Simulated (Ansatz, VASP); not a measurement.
Two plane-wave programs on AlGa3As4

```xyz
8
Lattice="5.5041 0.0000 0.0000 0.0000 5.5041 0.0000 0.0000 0.0000 5.5041" Properties=species:S:1:pos:R:3 pbc="T T T"
Al    0.0000    0.0000    0.0000
Ga    0.0000    2.7521    2.7521
Ga    2.7521    0.0000    2.7521
Ga    2.7521    2.7521    0.0000
As    4.1281    4.1281    1.3760
As    4.1281    1.3760    4.1281
As    1.3760    4.1281    4.1281
As    1.3760    1.3760    1.3760
```

Alike in both runs: task single point; functional PBE; k mesh 4 × 4 × 4; occupations gaussian, width 0.1 eV; no spin polarisation.

|  | VASP | Ansatz |
| --- | --- | --- |
| version | VASP 6.6.1 | Ansatz 0.2.0 |
| potentials or method | VASP PAW PBE potentials, release 64 (Al, Ga_d, As), cutoff 520 eV | scalar-relativistic, plane waves, PAW |
| valence electrons in the cell | 62 | 102 |

|  | VASP | Ansatz | Ansatz less VASP |
| --- | --- | --- | --- |
| gap on the k mesh at the Fermi level (eV) | 1.31 | 1.32 | +0.004 |
| least direct gap on the mesh (eV) | 1.33 | 1.34 | +0.010 |
| pressure (GPa) | 10.8 | 10.6 | -0.27 |

With one functional, cell and mesh, what is left measures potentials, basis and numerics. VASP's potentials hold 62 valence electrons a cell and Ansatz's 102, so a difference there can come from the potentials and not from the codes.
